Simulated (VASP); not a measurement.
# Zn (R-3m) in VASP: notebook, part 2 of 2

VASP 6.6.1.

### 5 Single point, PBE (15.97 Å³/atom)

The input, INCAR:

```
SYSTEM = Zn
PREC = Accurate ; ENCUT = 520
EDIFF = 1E-6 ; ISMEAR = 0
SIGMA = 0.15 ; LREAL = .FALSE.
LASPH = .TRUE. ; NELM = 60
ALGO = Fast ; ISIF = 2
LWAVE = .FALSE. ; LCHARG = .TRUE.
GGA = PE ; LELF = .TRUE.
LVHAR = .TRUE. ; NBANDS = 12
```

The input, KPOINTS:

```
regular mesh
0
G
  22 22 22
  0 0 0
```

The input, POSCAR:

```
Zn
1.0
    0.5685136398      2.3195823455      2.3195823455
    2.3195823455      0.5685136398      2.3195823455
    2.3195823455      2.3195823455      0.5685136398
Zn
1
Direct
    0.0000000000      0.0000000000      0.0000000000
```

Potentials or basis: VASP PAW PBE potentials, release 64 (Zn).

Run with:

```console
cat potpaw_PBE.64/Zn/POTCAR > POTCAR
mpirun -np 1 vasp_std > vasp.out
```

OUTCAR:

```text
SYSTEM = Zn
   PREC = Accurate
   ENCUT = 520
   EDIFF = 1E-6
   ISMEAR = 0
   LREAL = .FALSE.
   LASPH = .TRUE.
   NELM = 60
   ISIF = 2
   GGA = PE

 ion  position               nearest neighbor table
   1  0.000  0.000  0.000-

  LATTYP: Found a trigonal (rhomboedric) cell.
 ALAT       =     3.3292840482
 COS(alpha) =     0.7233665625

  Lattice vectors:

 A1 = (   0.5685136398,   2.3195823455,   2.3195823455)
 A2 = (   2.3195823455,   0.5685136398,   2.3195823455)
 A3 = (   2.3195823455,   2.3195823455,   0.5685136398)

Analysis of symmetry for initial positions (statically):
=====================================================================
 Subroutine PRICEL returns:
 Original cell was already a primitive cell.

 Routine SETGRP: Setting up the symmetry group for a
 trigonal (rhombohedral) supercell.

 Subroutine GETGRP returns: Found 12 space group operations
 (whereof 12 operations were pure point group operations)
 out of a pool of 12 trial point group operations.

The static configuration has the point symmetry D_3d.

Analysis of symmetry for dynamics (positions and initial velocities):
=====================================================================
 Subroutine PRICEL returns:
 Original cell was already a primitive cell.

 Routine SETGRP: Setting up the symmetry group for a
 trigonal (rhombohedral) supercell.

 Subroutine GETGRP returns: Found 12 space group operations
 (whereof 12 operations were pure point group operations)
 out of a pool of 12 trial point group operations.

The dynamic configuration has the point symmetry D_3d.

 Subroutine INISYM returns: Found 12 space group operations
 (whereof 12 operations are pure point group operations),
 and found     1 'primitive' translations

----------------------------------------------------------------------------------------

                                     Primitive cell

  volume of cell :      15.9680

  direct lattice vectors                    reciprocal lattice vectors
     0.568513640  2.319582346  2.319582346    -0.316711830  0.254367989  0.254367989
     2.319582346  0.568513640  2.319582346     0.254367989 -0.316711830  0.254367989
     2.319582346  2.319582346  0.568513640     0.254367989  0.254367989 -0.316711830

  length of vectors
     3.329284048  3.329284048  3.329284048     0.479283352  0.479283352  0.479283352

  position of ions in fractional coordinates (direct lattice)
     0.000000000  0.000000000  0.000000000

  ion indices of the primitive-cell ions
   primitive index   ion index
                 1           1

----------------------------------------------------------------------------------------

 KPOINTS: regular mesh

Automatic generation of k-mesh.
 Grid dimensions read from file:
 generate k-points for:   22   22   22

 Generating k-lattice:

  Cartesian coordinates                     Fractional coordinates (reciprocal lattice)
    -0.014395992  0.011562181  0.011562181     0.045454545  0.000000000  0.000000000
     0.011562181 -0.014395992  0.011562181     0.000000000  0.045454545  0.000000000
     0.011562181  0.011562181 -0.014395992     0.000000000  0.000000000  0.045454545

  Length of vectors
     0.021785607  0.021785607  0.021785607

  Shift w.r.t. Gamma in fractional coordinates (k-lattice)
     0.000000000  0.000000000  0.000000000

 Subroutine IBZKPT returns following result:
 ===========================================

 Found   1024 irreducible k-points:

 Following reciprocal coordinates:
            Coordinates               Weight
  0.000000  0.000000  0.000000      1.000000
  0.045455  0.000000  0.000000      6.000000
  0.090909  0.000000  0.000000      6.000000
  0.136364  0.000000  0.000000      6.000000
  0.181818  0.000000  0.000000      6.000000
  0.227273  0.000000 -0.000000      6.000000
[... 16 lines left out ...]
  0.500000  0.045455 -0.000000     12.000000
 -0.454545  0.045455  0.000000     12.000000
 [... further k-points ...]
   k-points           NKPTS =   1024   k-points in BZ     NKDIM =   1024   number of bands    NBANDS=     12
   number of dos      NEDOS =    301   number of ions     NIONS =      1
   total plane-waves  NPLWV =  21952
   dimension x,y,z NGX =    28 NGY =   28 NGZ =   28
   dimension x,y,z NGXF=    56 NGYF=   56 NGZF=   56
   ions per type =               1
   NGX,Y,Z   is equivalent  to a cutoff of  13.98, 13.98, 13.98 a.u.
   NGXF,Y,Z  is equivalent  to a cutoff of  27.96, 27.96, 27.96 a.u.
 SYSTEM =  Zn
   PREC   = accura    normal or accurate (medium, high low for compatibility)
   ISTART =      0    job   : 0-new  1-cont  2-samecut
   ICHARG =      2    charge: 1-file 2-atom 10-const
   ISPIN  =      1    spin polarized calculation?
   LNONCOLLINEAR =      F non collinear calculations
   LSORBIT =      F    spin-orbit coupling
   LASPH  =      T    aspherical Exc in radial PAW
   ENCUT  =  520.0 eV  38.22 Ry    6.18 a.u.   6.19  6.19  6.19*2*pi/ulx,y,z
   NELM   =     60;   NELMIN=  2; NELMDL= -5     # of ELM steps
   EDIFF  = 0.1E-05   stopping-criterion for ELM
   LREAL  =      F    real-space projection
[... 7 lines left out ...]
   TEBEG  =    0.0;   TEEND  =   0.0 temperature during run
   PSTRESS=    0.0 pullay stress
   NELECT =      12.0000    total number of electrons
   NUPDOWN=      -1.0000    fix difference up-down
   EMIN   =  10.00;   EMAX   =-10.00  energy-range for DOS
   EFERMI =   0.00;   METHOD = LEGACY
   ISMEAR =     0;   SIGMA  =   0.15  broadening in eV -4-tet -1-fermi 0-gaus
   EFERMI_NEDOS =   21; number of points for ismear=-14 and -15
   IALGO  =     68    algorithm
   IMIX   =      4    mixing-type and parameters
     AMIX     =   0.40;   BMIX     =  1.00
     AMIX_MAG =   1.60;   BMIX_MAG =  1.00
  volume/ion in A,a.u.               =      15.97       107.76
  Fermi-wavevector in a.u.,A,eV,Ry     =   1.488396  2.812660 30.141282  2.215322
  Thomas-Fermi vector in A             =   2.601436
   LORBIT       =      0    0 simple, 1 ext, 2 COOP (PROOUT), +10 PAW based schemes
   GGA     = PE    functional components
   LHFCALC =     F    Hartree Fock is set to
   AEXX    =    0.0000 exact exchange contribution
   IVDW    =     0    specifies the selected vdW correction
   LEPSILON=     F    determine dielectric tensor
   LRPA    =     F    only Hartree local field effects (RPA)
 non-spin polarized calculation
 RMM-DIIS sequential band-by-band and
 Gauss-broadening in eV      SIGMA  =   0.15
  energy-cutoff  :      520.00
  volume of cell :       15.97
 maximum number of plane-waves:       450
 NGX is ok and might be reduce to    28
   NGX = 13   NGY = 13   NGZ = 13

 number of electron      11.9999996 magnetization

 Free energy of the ion-electron system (eV)
  ---------------------------------------------------
  ext. energy  EPLUGINS =         0.00000000
  ---------------------------------------------------
  free energy    TOTEN  =        -1.00589541 eV

  energy without entropy =       -1.00306900  energy(sigma->0) =       -1.00448220

 E-fermi :   2.4746     XC(G=0): -11.1591

 val. band max:        2.4374968394   @ k =  -0.4091   0.3636   0.0455
 cond. band min:       2.4793862570   @ k =   0.5000   0.4091   0.2273
 fundamental gap:      0.0418894176
 Fermi energy:         2.4745870914

 k-point     1 :       0.0000    0.0000    0.0000
  band No.  band energies     occupation
      1      -7.5977      2.00000
      2      -5.4081      2.00000
      3      -5.1096      2.00000
      4      -5.1096      2.00000
      5      -4.4368      2.00000
      6      -4.4368      2.00000
      7       8.6918      0.00000
      8      13.0002      0.00000
      9      26.1070      0.00000
     10      26.9218      0.00000
     11      26.9218      0.00000
     12      29.1107      0.00000

 k-point     2 :       0.0455    0.0000    0.0000
  band No.  band energies     occupation
      1      -7.5232      2.00000
      2      -5.3929      2.00000
      3      -5.1215      2.00000
      4      -5.0892      2.00000
      5      -4.4567      2.00000
      6      -4.4410      2.00000
      7       8.7253      0.00000
      8      13.1043      0.00000
      9      24.8167      0.00000
     10      26.2577      0.00000
     11      26.3919      0.00000
     12      29.8817      0.00000
[... 316 lines left out ...]
 k-point    24 :      -0.4545    0.0455    0.0000
  band No.  band energies     occupation
      1      -6.0709      2.00000
      2      -5.3697      2.00000
      3      -4.6586      2.00000
      4      -4.6301      2.00000
      5      -4.0737      2.00000
      6       0.6751      2.00000
      7       3.8563      0.00000
      8      12.2930      0.00000
      9      15.8996      0.00000
     10      18.4260      0.00000
     11      21.7440      0.00000
     12      22.7423      0.00000

 [... further k-points ...]
[... 5 lines left out ...]
  --------------------------------------------------------------------------------------
  -------------------------------------------------------------------------------------
  Total        0.7164391      0.7164391      0.7164391     -0.5321177     -0.5321177     -0.5321177
  in kB       71.8851803     71.8851803     71.8851803    -53.3909666    -53.3909666    -53.3909666
  external PRESSURE =      71.8851803 kB  Pullay stress =       0.0000000 kB

 VOLUME and BASIS-vectors are now :
 -----------------------------------------------------------------------------
  energy-cutoff  :      520.00
  volume of cell :       15.97
      direct lattice vectors                 reciprocal lattice vectors
     0.568513640  2.319582346  2.319582346    -0.316711830  0.254367989  0.254367989
     2.319582346  0.568513640  2.319582346     0.254367989 -0.316711830  0.254367989
     2.319582346  2.319582346  0.568513640     0.254367989  0.254367989 -0.316711830

 POSITION                                       TOTAL-FORCE (eV/Angst)
 -----------------------------------------------------------------------------------
      0.00000      0.00000      0.00000        -0.000000      0.000000      0.000000
 -----------------------------------------------------------------------------------
    total drift:                               -0.000000     -0.000000     -0.000000

  FREE ENERGIE OF THE ION-ELECTRON SYSTEM (eV)
  ---------------------------------------------------
  free  energy   TOTEN  =        -1.0058954120 eV

  energy  without entropy=       -1.0030689973  energy(sigma->0) =       -1.00448220
```

OSZICAR:

```text
N       E                     dE             d eps       ncg     rms          rms(c)
DAV:   1     0.433139212541E+02    0.43314E+02   -0.65570E+03 25160   0.156E+03
DAV:   2     0.260030951238E+00   -0.43054E+02   -0.40779E+02 25560   0.216E+02
DAV:   3    -0.112350087785E+01   -0.13835E+01   -0.13815E+01 28364   0.385E+01
DAV:   4    -0.112714194834E+01   -0.36411E-02   -0.36409E-02 26444   0.197E+00
DAV:   5    -0.112714502116E+01   -0.30728E-05   -0.30725E-05 27748   0.552E-02    0.324E+00
RMM:   6    -0.101635709693E+01    0.11079E+00   -0.27890E-01 30181   0.716E+00    0.223E+00
RMM:   7    -0.100932977879E+01    0.70273E-02   -0.90912E-03 30596   0.138E+00    0.108E+00
RMM:   8    -0.100590852894E+01    0.34212E-02   -0.32297E-03 29635   0.617E-01    0.828E-02
RMM:   9    -0.100592376912E+01   -0.15240E-04   -0.65909E-04 31544   0.386E-01    0.617E-02
RMM:  10    -0.100589585201E+01    0.27917E-04   -0.72252E-05 30670   0.101E-01    0.128E-02
RMM:  11    -0.100589541204E+01    0.43998E-06   -0.63580E-06 29256   0.274E-02
   1 F= -.10058954E+01 E0= -.10044822E+01  d E =-.282641E-02
```

It took 4.3 min on 1 thread of Intel Xeon Platinum 8259CL at 2.50GHz (Skylake/Cascade Lake), shared host; peak memory 0.32 GiB.

Results:

- Free energy: -1.0059 eV
- Pressure: 7.2 GPa
- Band gap on the k mesh: zero (bands 6 and 7 overlap by 6.71 eV)

Levels at points of the mesh, in eV from the Fermi level:
| k point | band 2 | band 3 | band 4 | band 5 | band 6 | band 7 | band 8 | band 9 | band 10 | band 11 |
| --- | --- | --- | --- | --- | --- | --- | --- | --- | --- | --- |
| (0.00, 0.00, 0.00) | -7.88 | -7.58 | -7.58 | -6.91 | -6.91 | 6.22 | 10.53 | 23.63 | 24.45 | 24.45 |
| (0.50, 0.00, 0.00) | -7.86 | -7.12 | -7.10 | -6.50 | -1.61 | 1.01 | 9.72 | 13.41 | 16.66 | 20.65 |
| (0.50, 0.50, 0.00) | -8.04 | -7.02 | -6.92 | -6.50 | -0.61 | 2.56 | 5.75 | 9.39 | 14.07 | 18.32 |
| (0.50, 0.50, 0.50) | -7.59 | -7.59 | -6.87 | -6.87 | -5.27 | -3.84 | 22.78 | 23.02 | 23.02 | 25.44 |

Caveat: the cell stands under pressure.

### 6 Single point, PBE (15.97 Å³/atom)

The input, INCAR:

```
SYSTEM = Zn
ALGO = Fast ; EDIFF = 1E-6
ENCUT = 520 ; GGA = PE
ISIF = 2 ; ISMEAR = 0
LASPH = .True. ; LCHARG = .False.
LREAL = .False. ; LWAVE = .False.
NBANDS = 12 ; NELM = 80
PREC = Accurate ; SIGMA = 0.15
```

The input, KPOINTS:

```
k-points
0
Gamma
  22 22 22
  0 0 0
```

The input, POSCAR:

```
Zn
1.0
   -0.2560891290      1.8791732031      1.8791732031
    1.8791732031     -0.2560891290      1.8791732031
    1.8791732031      1.8791732031     -0.2560891290
Zn
1
Direct
    0.0000000000      0.0000000000      0.0000000000
```

Potentials or basis: VASP PAW PBE potentials, release 64 (Zn).

Run with:

```console
cat potpaw_PBE.64/Zn/POTCAR > POTCAR
mpirun -np 1 vasp_std > vasp.out
```

Wall time 1.9 min (1 thread of Intel Xeon Platinum 8259CL at 2.50GHz (Skylake/Cascade Lake), shared host); peak memory 0.28 GiB.

Results (log left out):

```
Free energy            : -1.0544 eV
Pressure               : -0.4 GPa
Band gap on the k mesh : zero (bands 6 and 7 overlap by 4.14 eV)
```

Stress tensor (GPa, compression positive):
```
-0.44  2.42  2.42
 2.42 -0.44  2.42
 2.42  2.42 -0.44
```

Levels at points of the mesh, in eV from the Fermi level:
| k point | band 4 | band 5 | band 6 | band 7 | band 8 | band 9 |
| --- | --- | --- | --- | --- | --- | --- |
| (0.00, 0.00, 0.00) | -7.09 | -6.98 | -6.98 | 15.47 | 15.47 | 16.20 |
| (0.50, 0.00, 0.00) | -6.96 | -6.77 | -2.91 | -2.07 | 15.02 | 15.50 |
| (0.50, 0.50, 0.00) | -6.79 | -6.62 | -0.63 | 1.86 | 5.93 | 10.00 |
| (0.50, 0.50, 0.50) | -6.67 | -6.67 | -1.02 | 1.55 | 11.57 | 11.57 |

### 7 Summary

```tsv
cell	further INCAR settings	gap on the mesh (eV)	pressure (GPa)
a = 2.571 Å, angles 77.7°, 1 atom	ALGO = Fast; EDIFF = 1e-07; NBANDS = 12	none	5.1
a = 4.112 Å, angles 30.6°, 1 atom	ALGO = Fast; EDIFF = 1e-06; NBANDS = 12	none	58.4
a = 2.524 Å, angles 93.7°, 1 atom	ALGO = Fast; EDIFF = 1e-07; NBANDS = 12	none	8.6
a = 3.329 Å, angles 43.7°, 1 atom	ALGO = Fast; EDIFF = 1e-06; NBANDS = 12	none	7.2
a = 2.670 Å, angles 68.9°, 1 atom	ALGO = Fast; EDIFF = 1e-06; NBANDS = 12	none	-0.4
```

Alike in all rows: task single point; level PBE; potentials or basis VASP PAW PBE potentials, release 64 (Zn); no spin polarisation; k mesh 22 × 22 × 22; cutoff (eV) 520; smearing gaussian 0.15 eV.

Caveats: the cell stands under pressure (at least some runs).

Absolute energies hang on the potentials; compare differences alone.

The gap in the log of VASP goes by the Fermi energy; the results here count the filled bands.